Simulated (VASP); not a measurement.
# Ta2N (P-31m) in VASP: further runs, part 2 of 2

VASP 6.6.1.

### Step 5. Single point, LDA

Contents of INCAR:

```
PREC     = Accurate       # precision mode
ENCUT    = 520            # plane-wave cutoff, eV
EDIFF    = 1E-6           # SCF threshold, eV
ISMEAR   = 0              # smearing method
SIGMA    = 0.15           # smearing width, eV
LREAL    = False          # projectors in reciprocal space
LASPH    = True           # aspherical terms in the spheres
NELM     = 60             # most SCF steps
ALGO     = Normal         # electronic algorithm
ISIF     = 2              # what is computed and relaxed
LWAVE    = False          # write WAVECAR
LCHARG   = False          # write CHGCAR
GGA      = CA             # functional
NBANDS   = 50             # bands
```

Contents of KPOINTS:

```
Automatic mesh
0
Gamma
  9 9 8
```

Contents of POSCAR:

```
Ta2N
1.0
    5.2641495424      0.0000000000      0.0000000000
   -2.6320747712      4.5588872330      0.0000000000
    0.0000000000      0.0000000000      4.8182760762
Ta N
6 3
Direct
    0.6191173904      0.6191173904      0.7526041962
    0.0000000000      0.3808826096      0.7526041962
    0.3808826096      0.0000000000      0.7526041962
    0.3808826096      0.3808826096      0.2473958038
    0.0000000000      0.6191173904      0.2473958038
    0.6191173904      0.0000000000      0.2473958038
    0.6666666667      0.3333333333      0.5000000000
    0.3333333333      0.6666666667      0.5000000000
    0.0000000000      0.0000000000      0.0000000000
```

Potentials or basis: VASP PAW LDA potentials, release 64 (Ta_pv, N).

Command:

```bash
$ cat potpaw_LDA.64/Ta_pv/POTCAR potpaw_LDA.64/N/POTCAR > POTCAR
$ mpirun -np 1 vasp_std > vasp.out
```

OUTCAR:

```text
PREC = Accurate
   ENCUT = 520
   EDIFF = 1E-6
   ISMEAR = 0
   LREAL = False
   LASPH = True
   NELM = 60
   ISIF = 2
   GGA = CA

 ion  position               nearest neighbor table
   1  0.619  0.619  0.753-   7 2.05   8 2.05   9 2.33   4 2.69   4 2.74   3 2.85   3 2.85   2 2.85
                             2 2.85   6 3.12   5 3.12   6 3.15   5 3.15   2 3.47   3 3.47
   2  0.000  0.381  0.753-   7 2.05   8 2.05   9 2.33   5 2.69   5 2.74   3 2.85   3 2.85   1 2.85
                             1 2.85   6 3.12   4 3.12   6 3.15   4 3.15   1 3.47   3 3.47
[... 1498 lines left out ...]
  in kB      175.9416503    175.9416503    222.1114626      0.0000000      0.0000000      0.0000000
  external PRESSURE =     191.3315878 kB  Pullay stress =       0.0000000 kB

 VOLUME and BASIS-vectors are now :
 -----------------------------------------------------------------------------
  energy-cutoff  :      520.00
  volume of cell :      115.63
      direct lattice vectors                 reciprocal lattice vectors
     5.264149542  0.000000000  0.000000000     0.189964208  0.109675887  0.000000000
    -2.632074771  4.558887233  0.000000000     0.000000000  0.219351774  0.000000000
     0.000000000  0.000000000  4.818276076     0.000000000  0.000000000  0.207543110

 POSITION                                       TOTAL-FORCE (eV/Angst)
 -----------------------------------------------------------------------------------
      1.62956      2.82249      3.62625         3.053158      5.288225      2.104423
     -1.00251      1.73640      3.62625         3.053158     -5.288225      2.104423
      2.00502      0.00000      3.62625        -6.106316     -0.000000      2.104423
      1.00251      1.73640      1.19202        -3.053158     -5.288225     -2.104423
     -1.62956      2.82249      1.19202        -3.053158      5.288225     -2.104423
      3.25913      0.00000      1.19202         6.106316      0.000000     -2.104423
      2.63207      1.51963      2.40914        -0.000000      0.000000     -0.000000
     -0.00000      3.03926      2.40914        -0.000000      0.000000     -0.000000
      0.00000      0.00000      0.00000        -0.000000      0.000000      0.000000
 -----------------------------------------------------------------------------------
    total drift:                                0.000000     -0.000000      0.000000

  FREE ENERGIE OF THE ION-ELECTRON SYSTEM (eV)
  ---------------------------------------------------
  free  energy   TOTEN  =      -109.3921094574 eV

  energy  without entropy=     -109.3433023058  energy(sigma->0) =     -109.36770588
```

Run time: 6.7 min. Hardware: 1 thread of Intel Xeon Platinum 8259CL at 2.50GHz (Skylake/Cascade Lake), shared host; peak memory 0.42 GiB.

Results:

```yaml
Free_energy: -109.3921 eV
Pressure: 19.1 GPa
Largest_force: 6.459 eV/Å
Band_gap_on_the_k_mesh: zero (an odd number of electrons rules out a gap without spin polarisation)
```

Forces in eV/Å, atoms in the order of the input:
```
Ta   3.053  5.288  2.104
Ta   3.053 -5.288  2.104
Ta  -6.106  0.000  2.104
Ta  -3.053 -5.288 -2.104
Ta  -3.053  5.288 -2.104
Ta   6.106  0.000 -2.104
N    0.000  0.000  0.000
N    0.000  0.000  0.000
N    0.000  0.000  0.000
```

Levels at points of the mesh, in eV from the Fermi level:
```tsv
k point	band 39	band 40	band 41	band 42	band 43	band 44
(0.00, 0.00, 0.00)	-0.50	-0.50	-0.48	-0.48	0.48	1.25
(0.00, 0.00, 0.50)	-0.47	-0.47	-0.05	0.14	0.14	1.23
```

Caveat: the cell stands under pressure; spin-orbit coupling is left out, which moves the levels of the heavy elements; forces of over 1 eV/Å act on the atoms, so gaps and moduli don't describe the material at rest.

### Step 6. Single point, LDA

This run uses another cell than the first one, of the same volume but with other edges.

Contents of INCAR:

```
SYSTEM = Ta2N
  ALGO = Normal
  EDIFF = 1E-6
  ENCUT = 520
  ISIF = 2
  ISMEAR = 0
  LASPH = .TRUE.
  LCHARG = .FALSE.
  LREAL = .FALSE.
  LWAVE = .FALSE.
  NBANDS = 50
  NELM = 60
  PREC = Accurate
  SIGMA = 0.15
```

Contents of KPOINTS:

```
k-points
0
G
  9 9 8
  0 0 0
```

Contents of POSCAR:

```
Ta2N
1.0
    5.3763138840      0.0000000000      0.0000000000
   -2.6881569420      4.6560244023      0.0000000000
    0.0000000000      0.0000000000      4.6193288891
Ta N
6 3
Direct
    0.7027876405      0.7027876405      0.7526041962
    0.0000000000      0.2972123595      0.7526041962
    0.2972123595      0.0000000000      0.7526041962
    0.2972123595      0.2972123595      0.2473958038
    0.0000000000      0.7027876405      0.2473958038
    0.7027876405      0.0000000000      0.2473958038
    0.6666666667      0.3333333333      0.5000000000
    0.3333333333      0.6666666667      0.5000000000
    0.0000000000      0.0000000000      0.0000000000
```

Potentials or basis: VASP PAW LDA potentials, release 64 (Ta_pv, N).

Command:

```bash
$ cat potpaw_LDA.64/Ta_pv/POTCAR potpaw_LDA.64/N/POTCAR > POTCAR
$ mpirun -np 1 vasp_std > vasp.out
```

It took 6 min on 1 thread of Intel Xeon Platinum 8259CL at 2.50GHz (Skylake/Cascade Lake), shared host; peak memory 0.42 GiB.

It converged, with:

```yaml
Free_energy: -110.4870 eV
Pressure: 17.2 GPa
Largest_force: 6.537 eV/Å
Band_gap_on_the_k_mesh: zero (an odd number of electrons rules out a gap without spin polarisation)
```

Forces on the atoms (eV/Å):
```
Ta  -2.947 -5.104 -2.829
Ta  -2.947  5.104 -2.829
Ta   5.893  0.000 -2.829
Ta   2.947  5.104  2.829
Ta   2.947 -5.104  2.829
Ta  -5.893  0.000  2.829
N    0.000  0.000  0.000
N    0.000  0.000  0.000
N    0.000  0.000  0.000
```

Stress tensor (GPa, compression positive):
```
10.40  0.00  0.00
 0.00 10.40  0.00
 0.00  0.00 30.89
```

Levels at points of the mesh, in eV from the Fermi level:
```
           k point  band 36  band 37  band 38  band 39  band 40  band 41  band 42  band 43  band 44  band 45
(0.00, 0.00, 0.00)    -1.92    -1.85    -0.15    -0.15    -0.03     0.17     0.17     0.18     0.68     0.68
(0.00, 0.00, 0.50)    -1.51    -1.31    -1.31    -1.23    -0.99    -0.95    -0.13    -0.13     1.69     1.69
```

Caveat: the cell stands under pressure; spin-orbit coupling is left out, which moves the levels of the heavy elements; forces of over 1 eV/Å act on the atoms, so gaps and moduli don't describe the material at rest.

### Step 7. The runs side by side

```csv
cell,gap on the mesh (eV),pressure (GPa),largest force (eV/Å)
"a = 5.264, b = 5.264, c = 4.818 Å, angles 90.0, 90.0, 120.0°, 9 atoms, atomic positions A",none,11.6,4.99
"a = 5.338, b = 5.338, c = 4.686 Å, angles 90.0, 90.0, 120.0°, 9 atoms, atomic positions B",none,4.0,1.88
"a = 5.264, b = 5.264, c = 4.818 Å, angles 90.0, 90.0, 120.0°, 9 atoms, atomic positions B",none,3.4,1.91
"a = 5.264, b = 5.264, c = 4.818 Å, angles 90.0, 90.0, 120.0°, 9 atoms, atomic positions C",none,19.1,6.46
"a = 5.376, b = 5.376, c = 4.619 Å, angles 90.0, 90.0, 120.0°, 9 atoms, atomic positions D",none,17.2,6.54
```

Alike in all rows: task single point; level LDA; potentials or basis VASP PAW LDA potentials, release 64 (Ta_pv, N); no spin polarisation; k mesh 9 × 9 × 8; cutoff (eV) 520; smearing gaussian 0.15 eV.

Caveats: the cell stands under pressure; spin-orbit coupling is left out, which moves the levels of the heavy elements; forces of over 1 eV/Å act on the atoms, so gaps and moduli don't describe the material at rest.

Absolute energies hang on the potentials; compare differences alone.
